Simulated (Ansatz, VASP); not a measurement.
Pd: VASP beside Ansatz

```
CELL_PARAMETERS angstrom
0.00000 1.95677 1.95677
1.95677 0.00000 1.95677
1.95677 1.95677 0.00000
ATOMIC_POSITIONS crystal
Pd 0.00000 0.00000 0.00000
```

Alike in both runs: task single point; functional r2SCAN; k mesh 2 × 2 × 2; occupations fermi-dirac, width 0.05 eV; collinear spin.

```csv
,VASP,Ansatz
version,VASP 6.6.1,Ansatz 0.2.0
potentials or method,"VASP PAW PBE potentials, release 64 (Pd), cutoff 520 eV","plane waves (500 eV) with PAW, scalar-relativistic"
valence electrons in the cell,10,18
```

```csv
,VASP,Ansatz,Ansatz less VASP
net moment per atom (μB),1.25,1.25,0.000
size of the moment on the site where the two differ most (μB),1.10,0.93,-0.174
```

VASP's potentials were made for PBE, not for r2SCAN. Site moments also hang on the region over which each program counts them. VASP's potentials hold 10 valence electrons a cell and Ansatz's 18, so a difference there can come from the potentials and not from the codes. Ansatz's warnings: stability check not made.

The k mesh is coarse, so the values compare programs but aren't converged.
